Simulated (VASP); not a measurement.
A run of VASP 6.6.1 is set up as follows.

The input INCAR:

```
  ALGO = Normal
  EDIFF = 1E-7
  ENCUT = 520
  GGA = PS
  ISIF = 2
  ISMEAR = 0
  ISPIN = 2
  LASPH = T
  LCHARG = T
  LELF = T
  LMAXMIX = 4
  LORBIT = 11
  LREAL = Auto
  LVHAR = T
  LWAVE = F
  MAGMOM = 0 0 0 0 0 0 0 0 0 0 0 0 0 0 0 0
  NBANDS = 88
  NELM = 150
  PREC = Accurate
  SIGMA = 0.05
```

Contents of KPOINTS:

```
k-points
0
Gamma
  3 3 3
```

The input POSCAR:

```
Ga7PdN8
1.0
    6.3800000000      0.0000000000      0.0000000000
   -3.1900000000      5.5252421000      0.0000000000
    0.0000000000      0.0000000000      5.1890000000
Pd Ga N
1 7 8
Direct
    0.3333333333      0.1666666667      0.9970661367
    0.3367868153      0.6683934076      0.0013916944
    0.8316065924      0.1632131847      0.0013916944
    0.8316065924      0.6683934076      0.0013916944
    0.1645381660      0.3354618340      0.4974567470
    0.1645381660      0.8290763319      0.4974567470
    0.6709236681      0.3354618340      0.4974567470
    0.6666666667      0.8333333333      0.4986304684
    0.3333333333      0.1666666667      0.4037776122
    0.3349280613      0.6674640307      0.3738691721
    0.8325359693      0.1650719387      0.3738691721
    0.8325359693      0.6674640307      0.3738691721
    0.1551430545      0.3448569455      0.8695298536
    0.1551430545      0.8102861089      0.8695298536
    0.6897138911      0.3448569455      0.8695298536
    0.6666666667      0.8333333333      0.8737833818
```

Potentials or basis: VASP PAW PBE potentials, release 64 (Pd, Ga_d, N).

The run is started by

```console
$ cat potpaw_PBE.64/Pd/POTCAR potpaw_PBE.64/Ga_d/POTCAR potpaw_PBE.64/N/POTCAR > POTCAR
$ mpirun -np 1 vasp_std > vasp.out
```

Question: Estimate the largest force.

Answer: 0.929 eV/Å.

Question: What does it give for the net moment?

Answer: 0.00 μB per cell.

Question: Predict the pressure.

Answer: 3.1 GPa.

Stress tensor (GPa, compression positive):
```
3.54 0.00 0.00
0.00 3.54 0.00
0.00 0.00 2.30
```

Caveat: the k points lie up to 0.40 Å⁻¹ apart; no moment was typed at the start, so none could form; the PAW data sets were made with another functional, which shifts forces and pressure a little.
